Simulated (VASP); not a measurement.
Input of a VASP 6.6.1 run:

Contents of INCAR:

```
ALGO = Normal
EDIFF = 1E-6
ENCUT = 520
GGA = PE
ISIF = 2
ISMEAR = 0
LASPH = T
LCHARG = F
LREAL = F
LWAVE = F
NBANDS = 13
NELM = 100
PREC = Accurate
SIGMA = 0.15
```

File KPOINTS:

```
k-points
0
Gamma
  20 20 20
```

Contents of POSCAR:

```
Ru
1.0
    0.0333389707      1.8741264237      1.8741264237
    1.8741264237      0.0333389707      1.8741264237
    1.8741264237      1.8741264237      0.0333389707
Ru
1
Direct
    0.0000000000      0.0000000000      0.0000000000
```

Potentials or basis: VASP PAW PBE potentials, release 64 (Ru_pv).

Launch:

```bash
$ cat potpaw_PBE.64/Ru_pv/POTCAR > POTCAR
$ mpirun -np 1 vasp_std > vasp.out
```

Problem. Predict the band gap on the k mesh.

Solution. Zero (band 7 reaches 16.32 eV, above the bottom of band 8 at 12.47 eV).

Problem. Estimate the pressure.

Solution. 28.6 GPa.

Stress tensor (GPa, compression positive):
```
28.63 -5.58 -5.58
-5.58 28.63 -5.58
-5.58 -5.58 28.63
```
